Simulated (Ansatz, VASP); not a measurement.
## NaIrAu: VASP beside Ansatz

```
Na Ir Au
1.0
     3.80595    0.00000    0.00000
     0.00000    3.80595    0.00000
     0.00000    0.00000    4.24034
Na Ir Au
1 1 1
Direct
  0.50000 0.50000 0.00000
  0.00000 0.00000 0.00000
  0.50000 0.50000 0.50000
```

Alike in both runs: task single point; functional PBE; k mesh 4 × 4 × 4; occupations gaussian, width 0.1 eV; no spin polarisation.

|  | VASP | Ansatz |
| --- | --- | --- |
| version | VASP 6.6.1 | Ansatz 0.2.0 |
| potentials or method | VASP PAW PBE potentials, release 64 (Na_pv, Ir, Au), cutoff 520 eV | scalar-relativistic, plane waves, PAW |
| valence electrons in the cell | 27 | 45 |

Ansatz gave:

- gap on the k mesh at the Fermi level (eV): none
- pressure (GPa): 10.3
- traceless stress, the component that is largest in VASP (GPa): 34.22

Task: What did VASP give for the same quantities?

Result: gap on the k mesh at the Fermi level (eV): none; pressure (GPa): 10.6; traceless stress, the component that is largest in VASP (GPa): 34.83.

A gap of «none» marks a metal or a gap that the smearing closes. VASP's potentials hold 27 valence electrons a cell and Ansatz's 45, so a difference there can come from the potentials and not from the codes.

The k mesh is coarse, so the values compare programs but aren't converged. Spin-orbit coupling is off throughout.
